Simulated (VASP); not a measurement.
# AlN (Pna2_1) in VASP: a series of runs, part 2 of 2

VASP 6.6.1. The steps go on from the part before.

## 3. Single point, PBE (mode 4 (223.6 1/cm) frozen in, largest displacement +0.113 Å)

The input, INCAR:

```
SYSTEM = AlN
PREC = Accurate
ENCUT = 520
EDIFF = 1E-6
ISMEAR = 0
SIGMA = 0.05
LREAL = .False.
LASPH = .True.
NELM = 80
ALGO = Normal
ISIF = 2
LWAVE = .False.
LCHARG = .True.
GGA = PE
LELF = .True.
LVHAR = .True.
NBANDS = 26
```

The input, KPOINTS:

```
regular mesh
0
Gamma
  8 6 4
  0 0 0
```

The input, POSCAR:

```
AlN
1.0
   -3.1302395625      0.0000000000      0.0000000000
    0.0000000000      0.0000000000     -5.0179796543
    0.0000000000     -5.4217339621      0.0000000000
Al N
4 4
Direct
    0.5359397413      0.9982712825      0.1666666667
   -0.0359397413      0.9982712825      0.6666666667
    0.0359397413      0.4982712825      0.3333333333
    0.4640602587      0.4982712825      0.8333333333
    0.5324588017      0.6167287175      0.1666666667
   -0.0324588017      0.6167287175      0.6666666667
    0.0324588017      0.1167287175      0.3333333333
    0.4675411983      0.1167287175      0.8333333333
```

Potentials or basis: VASP PAW PBE potentials, release 64 (Al, N).

Command:

```bash
$ cat potpaw_PBE.64/Al/POTCAR potpaw_PBE.64/N/POTCAR > POTCAR
$ mpirun -np 1 vasp_std > vasp.out
```

OUTCAR:

```text
SYSTEM = AlN
   PREC = Accurate
   ENCUT = 520
   EDIFF = 1E-6
   ISMEAR = 0
   LREAL = .False.
   LASPH = .True.
   NELM = 80
   ISIF = 2
   GGA = PE

 ion  position               nearest neighbor table
   1  0.536  0.998  0.167-   7 1.89   7 1.91   8 1.91   5 1.91   2 3.02   2 3.02   3 3.09   3 3.09
                             3 3.09   3 3.09   4 3.10   4 3.10   2 3.25   2 3.25
   2  0.964  0.998  0.667-   8 1.89   8 1.91   7 1.91   6 1.91   1 3.02   1 3.02   4 3.09   4 3.09
                             4 3.09   4 3.09   3 3.10   3 3.10   1 3.25   1 3.25
   3  0.036  0.498  0.333-   5 1.89   5 1.91   6 1.91   7 1.91   4 3.02   4 3.02   1 3.09   1 3.09
[... 919 lines left out ...]
  Total       -0.7081308     -0.0256898     -0.3441907      0.0000000      0.0000000      0.0000000
  in kB      -13.3223048     -0.4833118     -6.4753774      0.0000000      0.0000000      0.0000000
  external PRESSURE =      -6.7603314 kB  Pullay stress =       0.0000000 kB

 VOLUME and BASIS-vectors are now :
 -----------------------------------------------------------------------------
  energy-cutoff  :      520.00
  volume of cell :       85.16
      direct lattice vectors                 reciprocal lattice vectors
    -3.130239562  0.000000000  0.000000000    -0.319464367  0.000000000  0.000000000
     0.000000000  0.000000000 -5.017979654     0.000000000  0.000000000 -0.199283391
     0.000000000 -5.421733962  0.000000000     0.000000000 -0.184442838  0.000000000

 POSITION                                       TOTAL-FORCE (eV/Angst)
 -----------------------------------------------------------------------------------
     -1.67762     -0.90362     -5.00930         0.557458      0.092411     -0.016467
     -3.01774     -3.61449     -5.00930        -0.557458      0.092411     -0.016467
     -0.11250     -1.80724     -2.50032         0.557458     -0.092411     -0.016467
     -1.45262     -4.51811     -2.50032        -0.557458     -0.092411     -0.016467
     -1.66672     -0.90362     -3.09473         0.269149      0.102840      0.016467
     -3.02864     -3.61449     -3.09473        -0.269149      0.102840      0.016467
     -0.10160     -1.80724     -0.58574         0.269149     -0.102840      0.016467
     -1.46352     -4.51811     -0.58574        -0.269149     -0.102840      0.016467
 -----------------------------------------------------------------------------------
    total drift:                               -0.000000      0.000001      0.001470

  FREE ENERGIE OF THE ION-ELECTRON SYSTEM (eV)
  ---------------------------------------------------
  free  energy   TOTEN  =       -59.3809362520 eV

  energy  without entropy=      -59.3809362520  energy(sigma->0) =      -59.38093625
```

OSZICAR:

```text
N       E                     dE             d eps       ncg     rms          rms(c)
DAV:   1     0.111535793165E+03    0.11154E+03   -0.14653E+04  3120   0.111E+03
DAV:   2    -0.586165747607E+02   -0.17015E+03   -0.15902E+03  4228   0.227E+02
DAV:   3    -0.685986699915E+02   -0.99821E+01   -0.99242E+01  4208   0.559E+01
DAV:   4    -0.686900130287E+02   -0.91343E-01   -0.91283E-01  3712   0.615E+00
DAV:   5    -0.686912665370E+02   -0.12535E-02   -0.12532E-02  4112   0.724E-01    0.170E+01
DAV:   6    -0.593415448484E+02    0.93497E+01   -0.29564E+01  3900   0.289E+01    0.592E+00
DAV:   7    -0.594061506045E+02   -0.64606E-01   -0.15442E+00  3744   0.638E+00    0.409E+00
DAV:   8    -0.593917356556E+02    0.14415E-01   -0.17059E-01  3668   0.285E+00    0.729E-01
DAV:   9    -0.593798430482E+02    0.11893E-01   -0.45926E-02  4152   0.110E+00    0.349E-01
DAV:  10    -0.593811384160E+02   -0.12954E-02   -0.57665E-03  3602   0.385E-01    0.212E-01
DAV:  11    -0.593809319952E+02    0.20642E-03   -0.57588E-04  3774   0.134E-01    0.507E-02
DAV:  12    -0.593809368285E+02   -0.48333E-05   -0.21977E-05  3590   0.313E-02    0.113E-02
DAV:  13    -0.593809362015E+02    0.62693E-06   -0.14273E-05  3808   0.204E-02    0.762E-03
DAV:  14    -0.593809362520E+02   -0.50446E-07   -0.98958E-07  1930   0.664E-03
   1 F= -.59380936E+02 E0= -.59380936E+02  d E =-.461224E-12
```

It took 37 s on 1 thread of Intel Xeon 6975P-C (Granite Rapids), shared host; peak memory 0.24 GiB.

What came out:

- Free energy: -59.3809 eV
- Pressure: -0.7 GPa
- Largest force: 0.565 eV/Å
- Band gap on the k mesh: 3.97 eV, direct

Forces on the atoms (eV/Å):
```
Al   0.557  0.092 -0.016
Al  -0.557  0.092 -0.016
Al   0.557 -0.092 -0.016
Al  -0.557 -0.092 -0.016
N    0.269  0.103  0.016
N   -0.269  0.103  0.016
N    0.269 -0.103  0.016
N   -0.269 -0.103  0.016
```

Levels at points of the mesh, in eV from the valence-band top:
| k point | band 12 | band 13 | band 14 | band 15 | band 16 | band 17 | band 18 | band 19 | band 20 | band 21 |
| --- | --- | --- | --- | --- | --- | --- | --- | --- | --- | --- |
| (0.00, 0.00, 0.00) | -0.88 | -0.58 | -0.22 | -0.14 | 0.00 | 3.97 | 5.72 | 5.79 | 6.39 | 8.01 |
| (0.50, 0.00, 0.00) | -2.79 | -1.68 | -1.68 | -1.41 | -1.41 | 5.68 | 5.68 | 7.63 | 7.63 | 8.67 |
| (0.00, 0.50, 0.00) | -1.35 | -0.56 | -0.56 | -0.46 | -0.46 | 5.22 | 5.22 | 6.23 | 6.23 | 9.11 |
| (0.50, 0.50, 0.00) | -2.72 | -1.09 | -1.09 | -0.78 | -0.78 | 6.20 | 6.20 | 6.85 | 6.85 | 8.45 |
| (0.00, 0.00, 0.50) | -1.53 | -0.49 | -0.49 | -0.33 | -0.33 | 5.97 | 5.97 | 7.35 | 7.35 | 7.98 |
| (0.50, 0.00, 0.50) | -2.03 | -1.75 | -1.75 | -0.68 | -0.68 | 5.71 | 5.71 | 5.75 | 5.75 | 7.96 |
| (0.00, 0.50, 0.50) | -1.59 | -0.99 | -0.99 | -0.99 | -0.99 | 6.38 | 6.38 | 6.38 | 6.38 | 9.25 |
| (0.50, 0.50, 0.50) | -1.45 | -1.34 | -1.34 | -1.27 | -1.27 | 5.17 | 5.17 | 5.28 | 5.28 | 8.86 |

Caveat: the cell differs from its parent crystal (mode 4 (223.6 1/cm) frozen in, largest displacement +0.113 Å).
